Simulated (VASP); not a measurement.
Write the native input for VASP 6.6.1 that does the following.

* Task: single point
* Functional: PBE
* Potentials or basis: VASP PAW PBE potentials, release 64 (Co)
* Cutoff: 520 eV
* k mesh: 14 × 14 × 8
* Occupations: gaussian, width 0.1 eV
* Spin: collinear spin, ferromagnetic start
* Starting moments: [2.0, 2.0] μB
* Dipole correction: no
* Further INCAR settings: ALGO = Normal; EDIFF = 1e-07; NBANDS = 20

The structure of Co lies in POSCAR:

```
Co
1.0
    2.4873648738      0.0000000000      0.0000000000
   -1.2436824369      2.1541211692      0.0000000000
    0.0000000000      0.0000000000      4.0632895034
Co
2
Direct
    0.3313670000      0.6497470000      0.7371330000
    0.6702970000      0.3205170000      0.2636990000
```

One way to write it, as run:

INCAR

```
PREC = Accurate
ENCUT = 520
EDIFF = 1E-7
ISMEAR = 0
SIGMA = 0.1
LREAL = False
LASPH = True
NELM = 150
ALGO = Normal
ISIF = 2
LWAVE = False
LCHARG = False
ISPIN = 2
MAGMOM = 2 2
LORBIT = 11
LMAXMIX = 4
GGA = PE
NBANDS = 20
```

KPOINTS

```
Automatic mesh
0
Gamma
  14 14 8
```

Potentials or basis: VASP PAW PBE potentials, release 64 (Co).

Command:

```bash
$ cat potpaw_PBE.64/Co/POTCAR > POTCAR
$ mpirun -np 1 vasp_std > vasp.out
```

Results of the run:

```json
{"Pressure": "0.3 GPa", "Largest force": "0.715 eV/Å", "Net moment": "3.21 μB per cell", "Site moments": "Co +1.63 μB", "Valence electrons inside the program's atomic spheres": "Co 8.28"}
```

It took 4 min on 1 thread of Intel(R) Xeon(R) 6975P-C (Granite Rapids), on a shared host, peak memory 0.52 GiB.
